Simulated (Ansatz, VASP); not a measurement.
**One calculation of MnO, two programs**

File INCAR:

```
  PREC = Accurate
  ENCUT = 520
  EDIFF = 1E-8
  ISMEAR = -1
  SIGMA = 0.05
  LREAL = F
  LASPH = T
  NELM = 150
  ALGO = Normal
  ISIF = 2
  LWAVE = F
  LCHARG = F
  ISPIN = 2
  MAGMOM = 4 0
  LORBIT = 11
  LMAXMIX = 4
  GGA = PE
  LEFG = T
  NBANDS = 20
```

File KPOINTS:

```
Automatic mesh
0
Gamma
  13 13 13
```

File POSCAR:

```
MnO
1.0
    0.0000000000      2.1747792586      2.1747792586
    2.1747792586      0.0000000000      2.1747792586
    2.1747792586      2.1747792586      0.0000000000
Mn O
1 1
Direct
    0.0000000000      0.0000000000      0.0000000000
    0.5000000000      0.5000000000      0.5000000000
```

Input for Ansatz:

```yaml
crystal:
  lattice:
    - [0.0, 2.1747792586, 2.1747792586]
    - [2.1747792586, 0.0, 2.1747792586]
    - [2.1747792586, 2.1747792586, 0.0]
  atoms:
    - { symbol: Mn, position: [0.0, 0.0, 0.0], spin: 4.0 }
    - { symbol: O, position: [0.5, 0.5, 0.5] }
magnetization:
  spin_polarized: true
kpoints:
  mp_grid: { grid: [13, 13, 13] }
scf:
  occupations: { method: fermi_dirac, width: 0.05 }
hamiltonian:
  xc: pbe
  pseudopotentials: { kind: paw }
output:
  forces: true
  stress: true
  eigenvalues: true
  efg: { contact_densities: true }
  write_density: true
  write_potential: true
  elf: true
  volumetric_format: npy
```

Change from the starting cell: volume scaled by 0.9405, PAW files.

Alike in both runs: task electric field gradients; functional PBE; k mesh 13 × 13 × 13; occupations fermi-dirac, width 0.05 eV; collinear spin.

```csv
,VASP,Ansatz
version,VASP 6.6.1,Ansatz 0.2.0
potentials or method,"VASP PAW PBE potentials, release 64 (Mn_pv, O)","PAW with Ansatz's default frozen-core files, scalar-relativistic"
plane-wave cutoff (eV),520,420
valence electrons in the cell,19,21
```

```csv
,VASP,Ansatz,Ansatz less VASP
pressure (GPa),7.8,7.4,-0.34
net moment per atom (μB),2.29,2.29,0.000
size of the moment on the site where the two differ most (μB),4.18,3.87,-0.308
```

Site moments also hang on the region over which each program counts them. The functional is the same, so the differences come from potentials, cutoffs and numerics. VASP's potentials hold 19 valence electrons a cell and Ansatz's 21, so a difference there can come from the potentials and not from the codes.
